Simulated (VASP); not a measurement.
Set up this calculation in VASP 6.6.1, as the native input.

| Property | Result |
| --- | --- |
| Task | single point |
| Functional | PBE |
| Potentials or basis | VASP PAW PBE potentials, release 64 (Te, Mo_sv) |
| Cutoff | 520 eV |
| k mesh | 12 × 12 × 2 |
| Occupations | gaussian, width 0.02 eV |
| Spin | no spin polarisation |
| Dipole correction | no |
| Further INCAR settings | ALGO = Normal; EDIFF = 1e-06; NBANDS = 35 |

The structure of Te2Mo lies in POSCAR:

```
Te2Mo
1.0
    3.7700631356      0.0000000000      0.0000000000
   -1.8850315678      3.2649704493      0.0000000000
    0.0000000000      0.0000000000     14.7061895340
Te Mo
4 2
Direct
    0.3333333333      0.6666666667      0.6319157325
    0.6666666667      0.3333333333      0.1319157325
    0.6666666667      0.3333333333      0.3680842675
    0.3333333333      0.6666666667      0.8680842675
    0.3333333333      0.6666666667      0.2500000000
    0.6666666667      0.3333333333      0.7500000000
```

This cell differs from its parent crystal: biaxial strain in the a-b plane: +6.0 %, then relaxed in part.

The input as run:

INCAR

```
SYSTEM = Te2Mo
  PREC = Accurate
  ENCUT = 520
  EDIFF = 1E-6
  ISMEAR = 0
  SIGMA = 0.02
  LREAL = .False.
  LASPH = .True.
  NELM = 60
  ALGO = Normal
  ISIF = 2
  LWAVE = .False.
  LCHARG = .True.
  GGA = PE
  LELF = .True.
  LVHAR = .True.
  NBANDS = 35
```

KPOINTS

```
regular mesh
0
Gamma
  12 12 2
  0 0 0
```

Potentials or basis: VASP PAW PBE potentials, release 64 (Te, Mo_sv).

The run is started by

```bash
$ cat potpaw_PBE.64/Te/POTCAR potpaw_PBE.64/Mo_sv/POTCAR > POTCAR
$ mpirun -np 1 vasp_std > vasp.out
```

Results of the run:

```json
{
 "Pressure": "-4.4 GPa",
 "Largest force": "0.015 eV/Å",
 "Band gap on the k mesh": "0.23 eV (least direct gap 0.67 eV)"
}
```

Caveat: the cell differs from its parent crystal (biaxial strain in the a-b plane: +6.0 %, then relaxed in part); the cell stands under tension; spin-orbit coupling is left out, which moves the levels of the heavy elements; this functional lacks dispersion, which binds the layers, so the pressure and a relaxed spacing across them are unreliable.

It took 110 s on 1 thread of Intel(R) Xeon(R) 6975P-C (Granite Rapids), with other jobs on the host, peak memory 0.39 GiB.
